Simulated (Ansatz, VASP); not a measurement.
## One calculation of AlP, two programs

The input INCAR:

```
PREC = Accurate
ENCUT = 500
EDIFF = 1E-6
ISMEAR = 0
SIGMA = 0.02
LREAL = False
LASPH = True
NELM = 120
ALGO = Normal
ISIF = 2
LWAVE = False
LCHARG = False
GGA = RP
NBANDS = 11
GGA_COMPAT = False
```

KPOINTS

```
Automatic mesh
0
Gamma
  8 8 8
```

The input POSCAR:

```
AlP
1.0
    0.0000000000      2.7200490000      2.7200490000
    2.7200490000      0.0000000000      2.7200490000
    2.7200490000      2.7200490000      0.0000000000
Al P
1 1
Direct
    0.0000000000      0.0000000000      0.0000000000
    0.7500000000      0.7500000000      0.7500000000
```

Input for Ansatz:

```yaml
crystal:
  lattice:
    - [0.0, 2.720049, 2.720049]
    - [2.720049, 0.0, 2.720049]
    - [2.720049, 2.720049, 0.0]
  atoms:
    - { symbol: Al, position: [0.0, 0.0, 0.0] }
    - { symbol: P, position: [0.75, 0.75, 0.75] }
basis:
  ecutwfc: 420
kpoints:
  mp_grid: { grid: [8, 8, 8] }
hamiltonian:
  xc: rpbe
scf:
  occupations: { method: gaussian, width: 0.02 }
output:
  forces: true
  eigenvalues: true
  stress: true
```

Alike in both runs: task single point; functional RPBE; k mesh 8 × 8 × 8; occupations gaussian, width 0.02 eV; no spin polarisation.

```csv
,VASP,Ansatz
version,VASP 6.6.1,Ansatz 0.2.0
potentials or method,"VASP PAW PBE potentials, release 64 (Al, P), cutoff 500 eV","scalar-relativistic, plane waves, PAW"
valence electrons in the cell,8,8
```

```tsv
	VASP	Ansatz	Ansatz less VASP
gap on the k mesh at the Fermi level (eV)	1.64	1.64	+0.004
pressure (GPa)	4.8	5.0	+0.26
```

VASP's potentials were made for PBE, not for RPBE.
